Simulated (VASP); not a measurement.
Set up this calculation in VASP 6.6.1, as the native input.

| Quantity | Value |
| --- | --- |
| Task | single point |
| Functional | PBE |
| Dispersion | D4 |
| Potentials or basis | VASP PAW PBE potentials, release 64 (Cd_sv_GW, O) |
| Cutoff | 700 eV |
| k mesh | 10 × 10 × 10 |
| Occupations | fermi-dirac, width 0.05 eV |
| Spin | no spin polarisation |
| Dipole correction | no |
| Further INCAR settings | ALGO = Normal; EDIFF = 1e-06; NBANDS = 20 |

The structure of CdO lies in POSCAR:

```
CdO
1.0
    0.0000000000      2.3495000000      2.3495000000
    2.3495000000      0.0000000000      2.3495000000
    2.3495000000      2.3495000000      0.0000000000
Cd O
1 1
Direct
    0.0000000000      0.0000000000      0.0000000000
    0.5000000000      0.5000000000      0.5000000000
```

These files were run (other wordings do the same):

INCAR

```
SYSTEM = CdO
PREC = Accurate ; ENCUT = 700
EDIFF = 1E-6 ; ISMEAR = -1
SIGMA = 0.05 ; LREAL = .FALSE.
LASPH = .TRUE. ; NELM = 120
ALGO = Normal ; ISIF = 2
LWAVE = .FALSE. ; LCHARG = .FALSE.
GGA = PE ; IVDW = 13
NBANDS = 20 ; GGA_COMPAT = .FALSE.
```

KPOINTS

```
regular mesh
0
G
  10 10 10
  0 0 0
```

Potentials or basis: VASP PAW PBE potentials, release 64 (Cd_sv_GW, O).

Launch:

```bash
$ cat potpaw_PBE.64/Cd_sv_GW/POTCAR potpaw_PBE.64/O/POTCAR > POTCAR
$ mpirun -np 1 vasp_std > vasp.out
```

Results of the run:

- Pressure: 2.3 GPa
- Band gap on the k mesh: zero (bands 13 and 14 overlap by 0.41 eV)
- Dispersion energy per atom: -0.314 eV

Caveat: semilocal functionals underestimate gaps, and a narrow one can read as zero.

It took 29 s on 1 thread of AMD EPYC 7R13 Processor (Zen 3), on a shared host, peak memory 0.18 GiB.
